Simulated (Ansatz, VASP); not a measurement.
## Two plane-wave programs on WCl2F4

```
W Cl F
1.0
     6.03136   -0.02021   -0.16196
     2.94335    5.46613   -0.05702
     2.57445    1.76679    5.56223
W Cl F
1 2 4
Direct
  0.00000 0.00000 0.00000
  0.24354 0.66838 0.26051
  0.75646 0.33162 0.73949
  0.29350 0.06572 0.79722
  0.94120 0.22416 0.15410
  0.05880 0.77584 0.84590
  0.70650 0.93428 0.20278
```

Alike in both runs: functional PBE; k mesh 6 × 6 × 4; occupations gaussian, width 0.02 eV; no spin polarisation.

Ansatz relaxed the structure, and its values are those at the end. VASP's run is a single point on that final structure, the one shown.

|  | VASP | Ansatz |
| --- | --- | --- |
| version | VASP 6.6.1 | Ansatz 0.2.0 |
| potentials or method | VASP PAW PBE potentials, release 64 (W_sv, Cl, F), cutoff 520 eV | scalar-relativistic, plane waves, PAW |
| valence electrons in the cell | 56 | 56 |

Ansatz gave:

```
gap on the k mesh at the Fermi level (eV) : 3.00
least direct gap on the mesh (eV)         : 3.02
pressure (GPa)                            : 0.0
rms of the force components (eV/Å)        : 0.001
```

Question: Estimate VASP's values.

Answer: gap on the k mesh at the Fermi level (eV): 3.00; least direct gap on the mesh (eV): 3.02; pressure (GPa): 0.7; rms of the force components (eV/Å): 0.171.

One of these differences is far larger than is usual between the two programs; its cause wasn't traced.

Spin-orbit coupling is off throughout.
